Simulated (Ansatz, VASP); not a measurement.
**SrCl2: VASP beside Ansatz**

POSCAR

```
SrCl2
1.0
    0.0000000000      3.4976509228      3.4976509228
    3.4976509228      0.0000000000      3.4976509228
    3.4976509228      3.4976509228      0.0000000000
Sr Cl
1 2
Direct
    0.0000000000      0.0000000000      0.0000000000
    0.2500000000      0.2500000000      0.2500000000
    0.7500000000      0.7500000000      0.7500000000
```

Contents of INCAR.step1:

```
SYSTEM = SrCl2
PREC = Accurate
ENCUT = 520
EDIFF = 1E-5
ISMEAR = 0
SIGMA = 0.01
LREAL = .FALSE.
LASPH = .TRUE.
NELM = 100
ALGO = Normal
ISIF = 2
LWAVE = .TRUE.
LCHARG = .FALSE.
NBANDS = 19
GGA = PE
```

INCAR.step2

```
SYSTEM = SrCl2
PREC = Accurate
ENCUT = 520
EDIFF = 1E-7
ISMEAR = 0
SIGMA = 0.01
LREAL = .FALSE.
LASPH = .TRUE.
NELM = 100
ALGO = Normal
ISIF = 2
LWAVE = .FALSE.
LCHARG = .FALSE.
METAGGA = R2SCAN
LHFCALC = .TRUE.
AEXX = 0.1
LMIXTAU = .TRUE.
PRECFOCK = Normal
NBANDS = 19
ISTART = 1
```

File KPOINTS:

```
Automatic mesh
0
G
  4 4 4
  0 0 0
```

Input for Ansatz:

```yaml
crystal:
  lattice:
    - [0.0, 3.4976509228, 3.4976509228]
    - [3.4976509228, 0.0, 3.4976509228]
    - [3.4976509228, 3.4976509228, 0.0]
  atoms:
    - { symbol: Sr, position: [0.0, 0.0, 0.0] }
    - { symbol: Cl, position: [0.25, 0.25, 0.25] }
    - { symbol: Cl, position: [0.75, 0.75, 0.75] }
kpoints:
  mp_grid: { grid: [4, 4, 4] }
  band_path:
    path:
      - [0.0, 0.0, 0.0]
      - [0.5, 0.0, 0.5]
      - [0.625, 0.25, 0.625]
      - [0.375, 0.375, 0.75]
      - [0.5, 0.5, 0.5]
      - [0.5, 0.25, 0.75]
      - [0.0, 0.5, 0.5]
    npoints: 1
hamiltonian:
  xc: r2scanh
scf:
  occupations: { method: fixed }
  n_extra_bands: 4
output:
  forces: true
  stress: true
  eigenvalues: true
```

Alike in both runs: task single point; functional r2SCANh; k mesh 4 × 4 × 4; no spin polarisation.

|  | VASP | Ansatz |
| --- | --- | --- |
| version | VASP 6.6.1 | Ansatz 0.2.0 |
| potentials or method | VASP PAW PBE potentials, release 64 (Sr_sv, Cl) | plane waves, PAW |
| plane-wave cutoff (eV) | 520 | 500 |
| occupations | gaussian, width 0.01 eV | fixed |
| valence electrons in the cell | 24 | 24 |

VASP gave:

* gap on the k mesh at the Fermi level (eV): 6.62
* pressure (GPa): -0.1

Estimate Ansatz's values.

gap on the k mesh at the Fermi level (eV): 6.61; pressure (GPa): -0.1.

VASP's potentials were made for PBE, not for r2SCANh. Ansatz's warnings: stress exchange threshold loose, stress scf threshold loose.
